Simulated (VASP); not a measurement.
ZrB2: relaxation of cell and atoms with PBE+D4

Crystal: ZrB2.

```
Zr B
1.0
     3.17000    0.00000    0.00000
    -1.58500    2.74530    0.00000
     0.00000    0.00000    3.53300
Zr B
1 2
Direct
  0.00000 0.00000 0.00000
  0.66667 0.33333 0.50000
  0.33333 0.66667 0.50000
```

```json
{
 "Program": "VASP 6.6.1",
 "Task": "relaxation of cell and atoms",
 "Functional": "PBE",
 "Dispersion": "D4",
 "Potentials or basis": "VASP PAW PBE potentials, release 64 (Zr_sv, B)",
 "Cutoff": "600 eV",
 "k mesh": "10 × 10 × 8",
 "Occupations": "fermi-dirac, width 0.05 eV",
 "Spin": "no spin polarisation",
 "Dipole correction": "no",
 "Further INCAR settings": "ALGO = Normal; EDIFF = 1e-06; IBRION = 2; EDIFFG = -0.01; NSW = 60; ISIF = 3"
}
```

```json
{"Relaxed volume": "10.04 Å³/atom", "Relaxed cell": "a = 3.152 Å, b = 3.152 Å, c = 3.502 Å, α = 90.00°, β = 90.00°, γ = 120.00°", "Space group after relaxing (to 0.05 Å)": "P6/mmm (No. 191)", "Energy gained by relaxing": "3.2 meV/atom", "Ionic steps": "4", "Pressure after relaxing": "0.0 GPa", "Band gap on the k mesh": "zero (band 9 reaches 11.31 eV, above the bottom of band 10 at 10.51 eV)", "Dispersion energy per atom": "-0.322 eV"}
```

The path:
```csv
step,energy change (eV),largest force (eV/Å),pressure (GPa),volume (Å³)
1,0.0000,0.0000,-4.77,30.75
2,0.0046,0.0000,6.38,29.41
3,-0.0094,0.0000,0.03,30.13
4,-0.0095,0.0000,-0.01,30.13
```

Final structure:
```yaml
crystal:
  lattice:
    - [3.15225, 0.00000, 0.00000]
    - [-1.57613, 2.72993, 0.00000]
    - [0.00000, 0.00000, 3.50155]
  atoms:
    - { symbol: Zr, position: [0.00000, 0.00000, 0.00000] }
    - { symbol: B, position: [0.66667, 0.33333, 0.50000] }
    - { symbol: B, position: [0.33333, 0.66667, 0.50000] }
```

Levels at points of the mesh, in eV from the Fermi level:
```
           k point  band 7  band 8  band 9  band 10  band 11  band 12
(0.00, 0.00, 0.00)   -2.60   -2.53   -2.22     3.58     3.58     4.40
(0.50, 0.00, 0.00)   -3.85   -2.99   -2.65     2.37     2.46     5.12
(0.00, 0.00, 0.50)   -0.89   -0.89    0.40     0.40     0.88     0.88
(0.50, 0.00, 0.50)   -4.60   -4.11   -1.87     3.98     4.26     5.51
```

Run time: 65 s on 1 thread of Intel(R) Xeon(R) Platinum 8488C (Sapphire Rapids) (shared host), peak memory 0.19 GiB.

Caveat: pairwise dispersion overbinds metals, which lowers pressure and volume.
